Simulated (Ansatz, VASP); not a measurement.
## SnTe in VASP and in Ansatz

Contents of INCAR:

```
SYSTEM = SnTe
  PREC = Accurate
  ENCUT = 520
  EDIFF = 1E-7
  ISMEAR = 0
  SIGMA = 0.03
  LREAL = .FALSE.
  LASPH = .TRUE.
  NELM = 60
  ALGO = Normal
  ISIF = 2
  LWAVE = .FALSE.
  LCHARG = .FALSE.
  GGA = CA
  NBANDS = 17
```

Contents of KPOINTS:

```
Automatic mesh
0
G
  10 10 10
  0 0 0
```

The input POSCAR:

```
SnTe
1.0
    0.0000000000      3.0822275710      3.1912212004
    3.0822275710      0.0000000000      3.1912212004
    3.0822275710      3.0822275710      0.0000000000
Sn Te
1 1
Direct
    0.0181654424     -0.0181654424     -0.0181654424
    0.4831001593      0.5168998407      0.5168998407
```

Input for Ansatz:

```yaml
crystal:
  lattice:
    - [0.0, 3.082227571, 3.1912212004]
    - [3.082227571, 0.0, 3.1912212004]
    - [3.082227571, 3.082227571, 0.0]
  atoms:
    - { symbol: Sn, position: [0.0181654424, -0.0181654424, -0.0181654424] }
    - { symbol: Te, position: [0.4831001593, 0.5168998407, 0.5168998407] }
basis:
  ecutwfc: 420
kpoints:
  mp_grid: { grid: [10, 10, 10] }
hamiltonian:
  xc: lda
  pseudopotentials: { kind: paw }
scf:
  occupations: { method: gaussian, width: 0.03 }
output:
  forces: true
  stress: true
  eigenvalues: true
```

Change from the starting cell: mode 4 frozen in at -0.113 Å, strain +e along z and -e/2 along x and y +0.0233.

Alike in both runs: task single point; functional LDA; k mesh 10 × 10 × 10; occupations gaussian, width 0.03 eV; no spin polarisation.

```csv
,VASP,Ansatz
version,VASP 6.6.1,Ansatz 0.2.0
potentials or method,"VASP PAW LDA potentials, release 64 (Sn_d, Te), cutoff 520 eV","scalar-relativistic, plane waves, PAW"
valence electrons in the cell,20,30
```

|  | VASP | Ansatz | Ansatz less VASP |
| --- | --- | --- | --- |
| gap on the k mesh at the Fermi level (eV) | 0.46 | 0.48 | +0.017 |
| least direct gap on the mesh (eV) | 0.54 | 0.54 | +0.003 |
| pressure (GPa) | 1.0 | 0.9 | -0.07 |
| traceless stress, the component that is largest in VASP (GPa) | -3.70 | -3.66 | +0.035 |
| rms of the force components (eV/Å) | 0.203 | 0.194 | -0.0088 |

LDA's correlation is that of Perdew and Zunger in VASP and of Perdew and Wang (1992) in Ansatz. Atom by atom the forces differ by 0.009 eV/Å (rms over components). VASP's potentials hold 20 valence electrons a cell and Ansatz's 30, so a difference there can come from the potentials and not from the codes.

Spin-orbit coupling is off throughout.
